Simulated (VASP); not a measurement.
# Li2ZnO2 (P4/mmm) in VASP: further runs, part 2 of 3

VASP 6.6.1.

## (3) Single point, PBE

This run uses another cell than the first one, of 12.11 Å³/atom, 1.365 times its volume.

INCAR reads:

```
SYSTEM = Li2ZnO2
PREC     = Accurate       ! precision mode
ENCUT    = 520            ! plane-wave cutoff, eV
EDIFF    = 1E-6           ! SCF threshold, eV
ISMEAR   = 0              ! smearing method
SIGMA    = 0.1            ! smearing width, eV
LREAL    = .False.        ! projectors in reciprocal space
LASPH    = .True.         ! aspherical terms in the spheres
NELM     = 60             ! most SCF steps
ALGO     = Normal         ! electronic algorithm
ISIF     = 2              ! what is computed and relaxed
LWAVE    = .False.        ! write WAVECAR
LCHARG   = .True.         ! write CHGCAR
GGA      = PE             ! functional
LELF     = .True.         ! ELF
LVHAR    = .True.       
NBANDS   = 23             ! bands
```

KPOINTS reads:

```
regular mesh
0
Gamma
  6 6 4
  0 0 0
```

POSCAR reads:

```
Li2ZnO2
1.0
    3.5478129500      0.0000000000      0.0000000000
    0.0000000000      3.5478129500      0.0000000000
    0.0000000000      0.0000000000      4.8125038100
Li Zn O
2 1 2
Direct
    0.0000000000      0.5000000000      0.5000000000
    0.5000000000      0.0000000000      0.5000000000
    0.0000000000      0.0000000000      0.0000000000
    0.5000000000      0.5000000000      0.2399999900
    0.5000000000      0.5000000000      0.7600000100
```

Potentials or basis: VASP PAW PBE potentials, release 64 (Li_sv, Zn, O).

Command:

```console
> cat potpaw_PBE.64/Li_sv/POTCAR potpaw_PBE.64/Zn/POTCAR potpaw_PBE.64/O/POTCAR > POTCAR
> mpirun -np 1 vasp_std > vasp.out
```

OUTCAR:

```text
SYSTEM = Li2ZnO2
   PREC = Accurate
   ENCUT = 520
   EDIFF = 1E-6
   ISMEAR = 0
   LREAL = .False.
   LASPH = .True.
   NELM = 60
   ISIF = 2
   GGA = PE

 ion  position               nearest neighbor table
   1  0.000  0.500  0.500-   4 2.17   5 2.17   4 2.17   5 2.17   2 2.51   2 2.51   2 2.51   2 2.51

   2  0.500  0.000  0.500-   4 2.17   5 2.17   4 2.17   5 2.17   1 2.51   1 2.51   1 2.51   1 2.51

   3  0.000  0.000  0.000-
   4  0.500  0.500  0.240-   1 2.17   2 2.17   2 2.17   1 2.17
   5  0.500  0.500  0.760-   1 2.17   2 2.17   2 2.17   1 2.17

  LATTYP: Found a simple tetragonal cell.
 ALAT       =     3.5478129500
 C/A-ratio  =     1.3564705574

  Lattice vectors:

 A1 = (   3.5478129500,   0.0000000000,   0.0000000000)
 A2 = (   0.0000000000,   3.5478129500,   0.0000000000)
 A3 = (   0.0000000000,   0.0000000000,   4.8125038100)

Analysis of symmetry for initial positions (statically):
=====================================================================
 Subroutine PRICEL returns:
 Original cell was already a primitive cell.

 Routine SETGRP: Setting up the symmetry group for a
 simple tetragonal supercell.

 Subroutine GETGRP returns: Found 16 space group operations
 (whereof 16 operations were pure point group operations)
 out of a pool of 16 trial point group operations.

The static configuration has the point symmetry D_4h.

Analysis of symmetry for dynamics (positions and initial velocities):
=====================================================================
 Subroutine PRICEL returns:
 Original cell was already a primitive cell.

 Routine SETGRP: Setting up the symmetry group for a
 simple tetragonal supercell.

 Subroutine GETGRP returns: Found 16 space group operations
 (whereof 16 operations were pure point group operations)
 out of a pool of 16 trial point group operations.

The dynamic configuration has the point symmetry D_4h.

 Subroutine INISYM returns: Found 16 space group operations
 (whereof 16 operations are pure point group operations),
 and found     1 'primitive' translations

----------------------------------------------------------------------------------------

                                     Primitive cell

  volume of cell :      60.5749

  direct lattice vectors                    reciprocal lattice vectors
     3.547812950  0.000000000  0.000000000     0.281863789  0.000000000  0.000000000
     0.000000000  3.547812950  0.000000000     0.000000000  0.281863789  0.000000000
     0.000000000  0.000000000  4.812503810     0.000000000  0.000000000  0.207792043

  length of vectors
     3.547812950  3.547812950  4.812503810     0.281863789  0.281863789  0.207792043

  position of ions in fractional coordinates (direct lattice)
     0.000000000  0.500000000  0.500000000
     0.500000000  0.000000000  0.500000000
     0.000000000  0.000000000  0.000000000
     0.500000000  0.500000000  0.239999990
     0.500000000  0.500000000  0.760000010

  ion indices of the primitive-cell ions
   primitive index   ion index
                 1           1
                 2           2
                 3           3
                 4           4
                 5           5

----------------------------------------------------------------------------------------

 KPOINTS: regular mesh

Automatic generation of k-mesh.
 Grid dimensions read from file:
 generate k-points for:    6    6    4

 Generating k-lattice:

  Cartesian coordinates                     Fractional coordinates (reciprocal lattice)
     0.046977298  0.000000000  0.000000000     0.166666667  0.000000000  0.000000000
     0.000000000  0.046977298  0.000000000     0.000000000  0.166666667  0.000000000
     0.000000000  0.000000000  0.051948011     0.000000000  0.000000000  0.250000000

  Length of vectors
     0.046977298  0.046977298  0.051948011

  Shift w.r.t. Gamma in fractional coordinates (k-lattice)
     0.000000000  0.000000000  0.000000000

 Subroutine IBZKPT returns following result:
 ===========================================

 Found     30 irreducible k-points:

 Following reciprocal coordinates:
            Coordinates               Weight
  0.000000  0.000000  0.000000      1.000000
  0.166667  0.000000  0.000000      4.000000
  0.333333  0.000000  0.000000      4.000000
  0.500000  0.000000  0.000000      2.000000
  0.166667  0.166667  0.000000      4.000000
  0.333333  0.166667  0.000000      8.000000
[... 16 lines left out ...]
  0.333333  0.000000  0.500000      4.000000
  0.500000  0.000000  0.500000      2.000000
 [... further k-points ...]
   k-points           NKPTS =     30   k-points in BZ     NKDIM =     30   number of bands    NBANDS=     23
   number of dos      NEDOS =    301   number of ions     NIONS =      5
   total plane-waves  NPLWV =  28224
   dimension x,y,z NGX =    28 NGY =   28 NGZ =   36
   dimension x,y,z NGXF=    56 NGYF=   56 NGZF=   72
   ions per type =               2   1   2
   NGX,Y,Z   is equivalent  to a cutoff of  13.12, 13.12, 12.44 a.u.
   NGXF,Y,Z  is equivalent  to a cutoff of  26.24, 26.24, 24.87 a.u.
 SYSTEM =  Li2ZnO2
   PREC   = accura    normal or accurate (medium, high low for compatibility)
   ISTART =      0    job   : 0-new  1-cont  2-samecut
   ICHARG =      2    charge: 1-file 2-atom 10-const
   ISPIN  =      1    spin polarized calculation?
   LNONCOLLINEAR =      F non collinear calculations
   LSORBIT =      F    spin-orbit coupling
   LASPH  =      T    aspherical Exc in radial PAW
   ENCUT  =  520.0 eV  38.22 Ry    6.18 a.u.   6.60  6.60  8.95*2*pi/ulx,y,z
   NELM   =     60;   NELMIN=  2; NELMDL= -5     # of ELM steps
   EDIFF  = 0.1E-05   stopping-criterion for ELM
   LREAL  =      F    real-space projection
   EDIFFG = 0.1E-04   stopping-criterion for IOM
   NSW    =      0    number of steps for IOM
   IBRION =     -1    ionic relax: 0-MD 1-quasi-New 2-CG
   NFREE  =      0    steps in history (QN), initial steepest desc. (CG)
   ISIF   =      2    stress and relaxation
   ISYM   =      2    0-nonsym 1-usesym 2-fastsym
   POTIM  = 0.5000    time-step for ionic-motion
   TEBEG  =    0.0;   TEEND  =   0.0 temperature during run
   PSTRESS=    0.0 pullay stress
   NELECT =      30.0000    total number of electrons
   NUPDOWN=      -1.0000    fix difference up-down
   EMIN   =  10.00;   EMAX   =-10.00  energy-range for DOS
   EFERMI =   0.00;   METHOD = LEGACY
   ISMEAR =     0;   SIGMA  =   0.10  broadening in eV -4-tet -1-fermi 0-gaus
   EFERMI_NEDOS =   21; number of points for ismear=-14 and -15
   IALGO  =     38    algorithm
   IMIX   =      4    mixing-type and parameters
     AMIX     =   0.40;   BMIX     =  1.00
     AMIX_MAG =   1.60;   BMIX_MAG =  1.00
  volume/ion in A,a.u.               =      12.11        81.76
  Fermi-wavevector in a.u.,A,eV,Ry     =   1.295242  2.447653 22.825856  1.677653
  Thomas-Fermi vector in A             =   2.426775
   LORBIT       =      0    0 simple, 1 ext, 2 COOP (PROOUT), +10 PAW based schemes
   GGA     = PE    functional components
   LHFCALC =     F    Hartree Fock is set to
   AEXX    =    0.0000 exact exchange contribution
   IVDW    =     0    specifies the selected vdW correction
   LEPSILON=     F    determine dielectric tensor
   LRPA    =     F    only Hartree local field effects (RPA)
 non-spin polarized calculation
 Gauss-broadening in eV      SIGMA  =   0.10
  energy-cutoff  :      520.00
  volume of cell :       60.57
 maximum number of plane-waves:      1656
 NGX is ok and might be reduce to    28
   NGX = 13   NGY = 13   NGZ = 17

 number of electron      30.0000031 magnetization

 Free energy of the ion-electron system (eV)
  ---------------------------------------------------
  ext. energy  EPLUGINS =         0.00000000
  ---------------------------------------------------
  free energy    TOTEN  =       -18.21908790 eV

  energy without entropy =      -18.21461180  energy(sigma->0) =      -18.21684985

 E-fermi :   1.5132     XC(G=0):  -9.6392

 val. band max:        1.4859692831   @ k =   0.0000   0.0000   0.2500
 cond. band min:       1.5928372313   @ k =   0.1667   0.0000   0.2500
 fundamental gap:      0.1068679482
 Fermi energy:         1.5131658326

 k-point     1 :       0.0000    0.0000    0.0000
  band No.  band energies     occupation
      1     -43.7720      2.00000
      2     -43.6729      2.00000
      3     -15.8449      2.00000
      4     -14.5599      2.00000
      5      -5.2433      2.00000
      6      -5.0942      2.00000
[... 613 lines left out ...]
     22      12.3276      0.00000
     23      12.9978      0.00000

 [... further k-points ...]
[... 5 lines left out ...]
  --------------------------------------------------------------------------------------
  -------------------------------------------------------------------------------------
  Total       -6.2683982     -6.2683982     -0.1452638      0.0000000     -0.0000000      0.0000000
  in kB     -165.7962282   -165.7962282     -3.8421599      0.0000000     -0.0000000      0.0000000
  external PRESSURE =    -111.8115388 kB  Pullay stress =       0.0000000 kB

 VOLUME and BASIS-vectors are now :
 -----------------------------------------------------------------------------
  energy-cutoff  :      520.00
  volume of cell :       60.57
      direct lattice vectors                 reciprocal lattice vectors
     3.547812950  0.000000000  0.000000000     0.281863789  0.000000000  0.000000000
     0.000000000  3.547812950  0.000000000     0.000000000  0.281863789  0.000000000
     0.000000000  0.000000000  4.812503810     0.000000000  0.000000000  0.207792043

 POSITION                                       TOTAL-FORCE (eV/Angst)
 -----------------------------------------------------------------------------------
      0.00000      1.77391      2.40625         0.000000      0.000000     -0.000000
      1.77391      0.00000      2.40625         0.000000      0.000000     -0.000000
      0.00000      0.00000      0.00000         0.000000      0.000000     -0.000000
      1.77391      1.77391      1.15500         0.000000      0.000000      1.059850
      1.77391      1.77391      3.65750         0.000000     -0.000000     -1.059850
 -----------------------------------------------------------------------------------
    total drift:                                0.000000      0.000000     -0.000000

  FREE ENERGIE OF THE ION-ELECTRON SYSTEM (eV)
  ---------------------------------------------------
  free  energy   TOTEN  =       -18.2190878983 eV

  energy  without entropy=      -18.2146117969  energy(sigma->0) =      -18.21684985
```

It took 49 s on 1 thread of Oxide Virtual Turin-like, shared host; peak memory 0.15 GiB.

What came out:

```yaml
Free_energy: -18.2191 eV
Largest_force: 1.060 eV/Å
Band_gap_on_the_k_mesh: zero (band 15 reaches 2.19 eV, above the bottom of band 16 at 0.62 eV)
```

Forces on the atoms (eV/Å):
```
Li   0.000  0.000  0.000
Li   0.000  0.000  0.000
Zn   0.000  0.000  0.000
O    0.000  0.000  1.060
O    0.000  0.000 -1.060
```

Caveat: the cutoff is under 1.25 times the usual one of these potentials, so pressure, stress and relaxed cells hold a basis-set (Pulay) error; forces of over 1 eV/Å act on the atoms, so gaps and moduli don't describe the material at rest.

## (4) Relaxation of cell and atoms, PBE

This run uses another cell than the first one, of 12.11 Å³/atom, 1.365 times its volume.

INCAR reads:

```
SYSTEM = Li2ZnO2
PREC     = Accurate       ! precision mode
ENCUT    = 600            ! plane-wave cutoff, eV
EDIFF    = 1E-6           ! SCF threshold, eV
ISMEAR   = 0              ! smearing method
SIGMA    = 0.1            ! smearing width, eV
LREAL    = .FALSE.        ! projectors in reciprocal space
LASPH    = .TRUE.         ! aspherical terms in the spheres
NELM     = 80             ! most SCF steps
ALGO     = Normal         ! electronic algorithm
ISIF     = 3              ! what is computed and relaxed
LWAVE    = .FALSE.        ! write WAVECAR
LCHARG   = .FALSE.        ! write CHGCAR
GGA      = PE             ! functional
IBRION   = 2              ! ionic algorithm
NSW      = 90             ! ionic steps
EDIFFG   = -0.04          ! ionic threshold
```

KPOINTS reads:

```
regular mesh
0
G
  6 6 4
  0 0 0
```

POSCAR is that of step 3.

Command:

```console
> cat potpaw_PBE.64/Li_sv/POTCAR potpaw_PBE.64/Zn/POTCAR potpaw_PBE.64/O/POTCAR > POTCAR
> mpirun -np 1 vasp_std > vasp.out
```

It took 6.5 min on 1 thread of Oxide Virtual Turin-like, shared host; peak memory 0.18 GiB.

The run converged. Its results:

* Free energy: -20.0573 eV
* Relaxed volume: 8.89 Å³/atom
* Relaxed cell: a = 2.915 Å, b = 2.915 Å, c = 5.228 Å, α = 90.00°, β = 90.00°, γ = 90.00°
* Space group after relaxing (to 0.05 Å): P4/mmm (No. 123)
* Energy gained by relaxing: 367.3 meV/atom
* Ionic steps: 11
* Pressure after relaxing: 0.1 GPa
* Largest force after relaxing: 0.010 eV/Å
* Band gap on the k mesh: 0.26 eV, direct

Forces in eV/Å, atoms in the order of the input:
```
Li   0.000  0.000  0.000
Li   0.000  0.000  0.000
Zn   0.000  0.000  0.000
O    0.000  0.000  0.010
O    0.000  0.000 -0.010
```

Stress tensor (GPa, compression positive):
```
0.02 0.00 0.00
0.00 0.02 0.00
0.00 0.00 0.17
```

Step by step:
```csv
step,energy change (eV),largest force (eV/Å),pressure (GPa),volume (Å³)
1,0.0000,1.0616,-11.33,60.57
2,-0.7711,0.2287,-7.61,53.30
3,-1.1487,0.8344,-1.29,47.94
4,-0.7172,4.3946,30.22,38.09
5,-1.2284,1.4017,3.06,45.74
6,-1.7455,0.8301,4.60,43.24
7,-1.7834,0.6421,5.86,42.53
8,-1.7839,0.5863,6.28,42.32
9,-1.8360,0.0371,0.29,44.33
10,-1.8360,0.0470,0.28,44.37
11,-1.8364,0.0103,0.07,44.43
```

Final structure:
```
Li Zn O
1.0
     2.91535    0.00000    0.00000
     0.00000    2.91535    0.00000
     0.00000    0.00000    5.22805
Li Zn O
2 1 2
Direct
  0.00000 0.50000 0.50000
  0.50000 0.00000 0.50000
  0.00000 0.00000 0.00000
  0.50000 0.50000 0.25084
  0.50000 0.50000 0.74916
```

Levels at points of the mesh, in eV from the valence-band top:
```
           k point  band 13  band 14  band 15  band 16  band 17  band 18
(0.00, 0.00, 0.00)    -0.74    -0.74    -0.67     0.49     4.34     7.26
(0.50, 0.00, 0.00)    -1.18    -0.67    -0.16     3.52     5.00     5.91
(0.50, 0.50, 0.00)    -2.40    -2.40     0.00     0.26     5.52     6.01
(0.00, 0.00, 0.50)    -1.42    -1.35    -1.35     1.40     3.05    10.39
(0.50, 0.00, 0.50)    -2.23    -1.19    -0.69     3.96     4.86     6.32
(0.50, 0.50, 0.50)    -2.31    -2.31    -1.22     0.79     2.52     7.30
```

Caveat: the cutoff is under 1.25 times the usual one of these potentials, so pressure, stress and relaxed cells hold a basis-set (Pulay) error; the volume moved by over 15 % at a fixed basis, so the end points are rough. A k mesh can miss the band edges.

## (5) Single point, PBE

INCAR reads:

```
SYSTEM = Li2ZnO2
PREC = Accurate ; ENCUT = 520
EDIFF = 1E-6 ; ISMEAR = 0
SIGMA = 0.02 ; LREAL = .FALSE.
LASPH = .TRUE. ; NELM = 60
ALGO = Normal ; ISIF = 2
LWAVE = .FALSE. ; LCHARG = .TRUE.
GGA = PE ; LELF = .TRUE.
LVHAR = .TRUE. ; NBANDS = 23
```

KPOINTS reads:

```
regular mesh
0
G
  12 12 8
  0 0 0
```

POSCAR reads:

```
Li2ZnO2
1.0
    2.9127450785      0.0000000000      0.0000000000
    0.0000000000      2.9127450785      0.0000000000
    0.0000000000      0.0000000000      5.2322712992
Li Zn O
2 1 2
Direct
    0.0000000000      0.5000000000      0.5000000000
    0.5000000000      0.0000000000      0.5000000000
    0.0000000000      0.0000000000      0.0000000000
    0.5000000000      0.5000000000      0.2509732794
    0.5000000000      0.5000000000      0.7490267206
```

Command:

```console
> cat potpaw_PBE.64/Li_sv/POTCAR potpaw_PBE.64/Zn/POTCAR potpaw_PBE.64/O/POTCAR > POTCAR
> mpirun -np 1 vasp_std > vasp.out
```

It took 3.9 min on 1 thread of Oxide Virtual Turin-like, shared host; peak memory 0.22 GiB.

Results (log left out):

```
Free energy            : -20.0193 eV
Largest force          : 0.018 eV/Å
Band gap on the k mesh : 0.28 eV, direct
```

Forces on the atoms (eV/Å):
```
Li   0.000  0.000  0.000
Li   0.000  0.000  0.000
Zn   0.000  0.000  0.000
O    0.000  0.000 -0.018
O    0.000  0.000  0.018
```

Levels at points of the mesh, in eV from the valence-band top:
```tsv
k point	band 13	band 14	band 15	band 16	band 17	band 18
(0.00, 0.00, 0.00)	-0.73	-0.73	-0.68	0.52	4.36	7.27
(0.50, 0.00, 0.00)	-1.16	-0.65	-0.16	3.53	5.02	5.93
(0.50, 0.50, 0.00)	-2.39	-2.39	0.00	0.28	5.53	6.03
(0.00, 0.00, 0.50)	-1.41	-1.33	-1.33	1.42	3.09	10.39
(0.50, 0.00, 0.50)	-2.23	-1.17	-0.67	3.97	4.88	6.34
(0.50, 0.50, 0.50)	-2.30	-2.30	-1.21	0.80	2.55	7.30
```

Caveat: the cutoff is under 1.25 times the usual one of these potentials, so pressure, stress and relaxed cells hold a basis-set (Pulay) error. A k mesh can miss the band edges.

(Part 2 of 3 ends here.)
